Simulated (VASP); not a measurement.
# CrCo2 (P4/nmm) in VASP: single point with PBE

Aim: the single point of CrCo2 with PBE.

All numbers are computed with VASP 6.6.1; they aren't measurements. Logs are shortened: lines on timing, memory, paths and dates and some standing lists are left out, and cuts for length are marked.

**1. The cell of the first run**

It takes space group P4/nmm (No. 129, tetragonal). Conventional cell: a = 3.477 Å, b = 3.477 Å, c = 5.595 Å, α = 90.00°, β = 90.00°, γ = 90.00°. Cr (site symmetry 4mm) has 9 Co at 2.12 to 2.51 Å within 2.8 Å. Co (site symmetry -4m2) has 8 Co at 2.41 to 2.46 Å and 4 Cr at 2.51 Å within 3.2 Å. Within 2.8 Å of Co (site symmetry 4mm) lie 5 Cr at 2.12 to 2.46 Å and 4 Co at 2.41 Å.

**2. Single point, PBE**

INCAR

```
ALGO = Normal
EDIFF = 1E-6
ENCUT = 700
GGA = PE
GGA_COMPAT = False
ISIF = 2
ISMEAR = 0
LASPH = True
LCHARG = True
LELF = True
LREAL = False
LVHAR = True
LWAVE = False
NBANDS = 57
NELM = 120
PREC = Accurate
SIGMA = 0.1
```

KPOINTS

```
k-points
0
Gamma
  6 6 4
```

POSCAR

```
CrCo2
1.0
    3.4769298417      0.0000000000      0.0000000000
    0.0000000000      3.4769298417      0.0000000000
    0.0000000000      0.0000000000      5.5952283310
Cr Co
2 4
Direct
    0.0000000000      0.5000000000      0.6771919259
    0.5000000000      0.0000000000      0.3228080741
    0.0000000000      0.0000000000      0.0000000000
    0.5000000000      0.5000000000      0.0000000000
    0.0000000000      0.5000000000      0.2974635148
    0.5000000000      0.0000000000      0.7025364852
```

Potentials or basis: VASP PAW PBE potentials, release 64 (Cr_sv, Co_sv).

The run is started by

```console
$ cat potpaw_PBE.64/Cr_sv/POTCAR potpaw_PBE.64/Co_sv/POTCAR > POTCAR
$ mpirun -np 1 vasp_std > vasp.out
```

OUTCAR:

```text
EDIFF = 1E-6
   ENCUT = 700
   GGA = PE
   ISIF = 2
   ISMEAR = 0
   LASPH = True
   LREAL = False
   NELM = 120
   PREC = Accurate

 ion  position               nearest neighbor table
   1  0.000  0.500  0.677-   5 2.12   6 2.46   6 2.46   6 2.46   6 2.46   3 2.51   4 2.51   4 2.51
                             3 2.51
   2  0.500  0.000  0.323-   6 2.12   5 2.46   5 2.46   5 2.46   5 2.46   3 2.51   3 2.51   4 2.51
                             4 2.51
   3  0.000  0.000  0.000-   5 2.41   6 2.41   5 2.41   6 2.41   4 2.46   4 2.46   4 2.46   4 2.46
                             2 2.51   1 2.51   2 2.51   1 2.51
   4  0.500  0.500  0.000-   5 2.41   6 2.41   6 2.41   5 2.41   3 2.46   3 2.46   3 2.46   3 2.46
                             1 2.51   2 2.51   2 2.51   1 2.51
   5  0.000  0.500  0.297-   1 2.12   3 2.41   4 2.41   3 2.41   4 2.41   2 2.46   2 2.46   2 2.46
                             2 2.46
   6  0.500  0.000  0.703-   2 2.12   3 2.41   4 2.41   4 2.41   3 2.41   1 2.46   1 2.46   1 2.46
                             1 2.46

  LATTYP: Found a simple tetragonal cell.
 ALAT       =     3.4769298417
 C/A-ratio  =     1.6092439554

  Lattice vectors:

 A1 = (   3.4769298417,   0.0000000000,   0.0000000000)
 A2 = (   0.0000000000,   3.4769298417,   0.0000000000)
 A3 = (   0.0000000000,   0.0000000000,   5.5952283310)

Analysis of symmetry for initial positions (statically):
=====================================================================
 Subroutine PRICEL returns:
 Original cell was already a primitive cell.

 Routine SETGRP: Setting up the symmetry group for a
 simple tetragonal supercell.

 Subroutine GETGRP returns: Found 16 space group operations
 (whereof  8 operations were pure point group operations)
 out of a pool of 16 trial point group operations.

The static configuration has the point symmetry D_2d.
 The point group associated with its full space group is D_4h.

Analysis of symmetry for dynamics (positions and initial velocities):
=====================================================================
 Subroutine PRICEL returns:
 Original cell was already a primitive cell.

 Routine SETGRP: Setting up the symmetry group for a
 simple tetragonal supercell.

 Subroutine GETGRP returns: Found 16 space group operations
 (whereof  8 operations were pure point group operations)
 out of a pool of 16 trial point group operations.

The dynamic configuration has the point symmetry D_2d.
[... 103 lines left out ...]
   LNONCOLLINEAR =      F non collinear calculations
   LSORBIT =      F    spin-orbit coupling
   LASPH  =      T    aspherical Exc in radial PAW
   ENCUT  =  700.0 eV  51.45 Ry    7.17 a.u.   7.50  7.50 12.07*2*pi/ulx,y,z
   NELM   =    120;   NELMIN=  2; NELMDL= -5     # of ELM steps
   EDIFF  = 0.1E-05   stopping-criterion for ELM
   LREAL  =      F    real-space projection
   EDIFFG = 0.1E-04   stopping-criterion for IOM
   NSW    =      0    number of steps for IOM
   IBRION =     -1    ionic relax: 0-MD 1-quasi-New 2-CG
   NFREE  =      0    steps in history (QN), initial steepest desc. (CG)
   ISIF   =      2    stress and relaxation
   ISYM   =      2    0-nonsym 1-usesym 2-fastsym
   POTIM  = 0.5000    time-step for ionic-motion
   TEBEG  =    0.0;   TEEND  =   0.0 temperature during run
   PSTRESS=    0.0 pullay stress
   NELECT =      96.0000    total number of electrons
   NUPDOWN=      -1.0000    fix difference up-down
   EMIN   =  10.00;   EMAX   =-10.00  energy-range for DOS
   EFERMI =   0.00;   METHOD = LEGACY
   ISMEAR =     0;   SIGMA  =   0.10  broadening in eV -4-tet -1-fermi 0-gaus
   EFERMI_NEDOS =   21; number of points for ismear=-14 and -15
   IALGO  =     38    algorithm
   IMIX   =      4    mixing-type and parameters
     AMIX     =   0.40;   BMIX     =  1.00
     AMIX_MAG =   1.60;   BMIX_MAG =  1.00
  volume/ion in A,a.u.               =      11.27        76.08
  Fermi-wavevector in a.u.,A,eV,Ry     =   1.839764  3.476649 46.052048  3.384730
  Thomas-Fermi vector in A             =   2.892244
   LORBIT       =      0    0 simple, 1 ext, 2 COOP (PROOUT), +10 PAW based schemes
   GGA     = PE    functional components
   LHFCALC =     F    Hartree Fock is set to
   AEXX    =    0.0000 exact exchange contribution
   IVDW    =     0    specifies the selected vdW correction
   LEPSILON=     F    determine dielectric tensor
   LRPA    =     F    only Hartree local field effects (RPA)
 non-spin polarized calculation
 Gauss-broadening in eV      SIGMA  =   0.10
  energy-cutoff  :      700.00
  volume of cell :       67.64
 maximum number of plane-waves:      2874
   NGX = 15   NGY = 15   NGZ = 25

 number of electron      95.9999998 magnetization

 Free energy of the ion-electron system (eV)
  ---------------------------------------------------
  ext. energy  EPLUGINS =         0.00000000
  ---------------------------------------------------
  free energy    TOTEN  =       -45.73542737 eV

  energy without entropy =      -45.68391732  energy(sigma->0) =      -45.70967234

 E-fermi :  12.3949     XC(G=0): -13.6811

 val. band max:       12.3920713088   @ k =   0.0000   0.0000   0.0000
 cond. band min:      12.3951225807   @ k =   0.3333   0.3333   0.0000
 fundamental gap:      0.0030512720
 Fermi energy:        12.3948599119

 k-point     1 :       0.0000    0.0000    0.0000
  band No.  band energies     occupation
      1     -82.6829      2.00000
      2     -82.6771      2.00000
      3     -82.5248      2.00000
      4     -82.4868      2.00000
      5     -59.4587      2.00000
      6     -59.4516      2.00000
[... 1429 lines left out ...]
     56      13.4528      0.00000
     57      14.1833      0.00000

 [... further k-points ...]
[... 5 lines left out ...]
  --------------------------------------------------------------------------------------
  -------------------------------------------------------------------------------------
  Total       -0.4726089     -0.4726089     -0.3239285      0.0000000      0.0000000      0.0000000
  in kB      -11.1944520    -11.1944520     -7.6727322      0.0000000      0.0000000      0.0000000
  external PRESSURE =     -10.0205454 kB  Pullay stress =       0.0000000 kB

 VOLUME and BASIS-vectors are now :
 -----------------------------------------------------------------------------
  energy-cutoff  :      700.00
  volume of cell :       67.64
      direct lattice vectors                 reciprocal lattice vectors
     3.476929842  0.000000000  0.000000000     0.287610060  0.000000000  0.000000000
     0.000000000  3.476929842  0.000000000     0.000000000  0.287610060  0.000000000
     0.000000000  0.000000000  5.595228331     0.000000000  0.000000000  0.178723716

 POSITION                                       TOTAL-FORCE (eV/Angst)
 -----------------------------------------------------------------------------------
      0.00000      1.73846      3.78904        -0.000000      0.000000      0.031918
      1.73846      0.00000      1.80618         0.000000     -0.000000     -0.031918
      0.00000      0.00000      0.00000         0.000000      0.000000      0.000000
      1.73846      1.73846      0.00000         0.000000     -0.000000      0.000000
      0.00000      1.73846      1.66438         0.000000     -0.000000     -0.015120
      1.73846      0.00000      3.93085        -0.000000     -0.000000      0.015120
 -----------------------------------------------------------------------------------
    total drift:                                0.000000      0.000000      0.000000

  FREE ENERGIE OF THE ION-ELECTRON SYSTEM (eV)
  ---------------------------------------------------
  free  energy   TOTEN  =       -45.7354273655 eV

  energy  without entropy=      -45.6839173184  energy(sigma->0) =      -45.70967234
```

OSZICAR:

```text
N       E                     dE             d eps       ncg     rms          rms(c)
DAV:   1     0.283865230224E+04    0.28387E+04   -0.56002E+04  4380   0.656E+03
[... 13 lines left out ...]
DAV:  15    -0.457358032399E+02    0.31613E-03   -0.83681E-03  6808   0.850E-01    0.556E-01
DAV:  16    -0.457353877649E+02    0.41548E-03   -0.24788E-03  6832   0.577E-01    0.136E-01
DAV:  17    -0.457354245678E+02   -0.36803E-04   -0.70532E-04  6824   0.244E-01    0.912E-02
DAV:  18    -0.457354350072E+02   -0.10439E-04   -0.14771E-04  6831   0.898E-02    0.781E-02
DAV:  19    -0.457354302977E+02    0.47094E-05   -0.51807E-05  5224   0.747E-02    0.494E-02
DAV:  20    -0.457354267450E+02    0.35528E-05   -0.27116E-05  5213   0.635E-02    0.120E-02
DAV:  21    -0.457354273655E+02   -0.62053E-06   -0.85339E-06  3340   0.229E-02
   1 F= -.45735427E+02 E0= -.45709672E+02  d E =-.515100E-01
```

stdout:

```text
POSCAR found type information on POSCAR CrCo
 POSCAR found :  2 types and       6 ions
 scaLAPACK will be used
 LDA part: xc-table for (Slater+PW92), standard interpolation
 POSCAR, INCAR and KPOINTS ok, starting setup
 FFT: planning ... GRIDC
 FFT: planning ... GRID_SOFT
 FFT: planning ... GRID
 WAVECAR not read
 entering main loop
```

It took 3.4 min on 1 thread of Intel Xeon 6975P-C (Granite Rapids), shared host; peak memory 0.28 GiB.

Results:

- Free energy: -45.7354 eV
- Pressure: -1.0 GPa
- Largest force: 0.032 eV/Å
- Band gap on the k mesh: zero (bands 48 and 49 overlap by 0.95 eV)

Forces in eV/Å, atoms in the order of the input:
```
Cr   0.000  0.000  0.032
Cr   0.000  0.000 -0.032
Co   0.000  0.000  0.000
Co   0.000  0.000  0.000
Co   0.000  0.000 -0.015
Co   0.000  0.000  0.015
```

Caveat: the run has no spin polarisation, though such a crystal can be magnetic. Spin polarisation is off, so any magnetic state and its effect on volume and gap are missing.
